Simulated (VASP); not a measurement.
A run of VASP 6.6.1:

The input INCAR:

```
PREC = Accurate ; ENCUT = 520
EDIFF = 1E-6 ; ISMEAR = -1
SIGMA = 0.05 ; LREAL = False
LASPH = True ; NELM = 80
ALGO = Normal ; ISIF = 2
LWAVE = False ; LCHARG = False
GGA = CA ; NBANDS = 26
```

File KPOINTS:

```
Automatic mesh
0
Gamma
  7 7 7
```

File POSCAR:

```
Al2Cu
1.0
   -3.0734190515      3.0734190515      2.4705892062
    3.0734190515     -3.0734190515      2.4705892062
    3.0734190515      3.0734190515     -2.4705892062
Cu Al
2 4
Direct
    0.2500000000      0.2500000000      0.0000000000
    0.7500000000      0.7500000000      0.0000000000
    0.3419000000      0.1581000000      0.5000000000
    0.8419000000      0.3419000000      0.1838000000
    0.6581000000      0.8419000000      0.5000000000
    0.1581000000      0.6581000000      0.8162000000
```

Potentials or basis: VASP PAW LDA potentials, release 64 (Cu, Al).

Command:

```sh
$ cat potpaw_LDA.64/Cu/POTCAR potpaw_LDA.64/Al/POTCAR > POTCAR
$ mpirun -np 1 vasp_std > vasp.out
```

Hardware: 1 thread of Intel(R) Xeon(R) Platinum 8559C (Emerald Rapids), on a shared host.

**Question.** Estimate the wall time of this run.

**Answer.** Wall time 77 s on 1 thread of Intel(R) Xeon(R) Platinum 8559C (Emerald Rapids) (shared host), peak memory 0.24 GiB. Counts: scf iterations 15, k points 40.
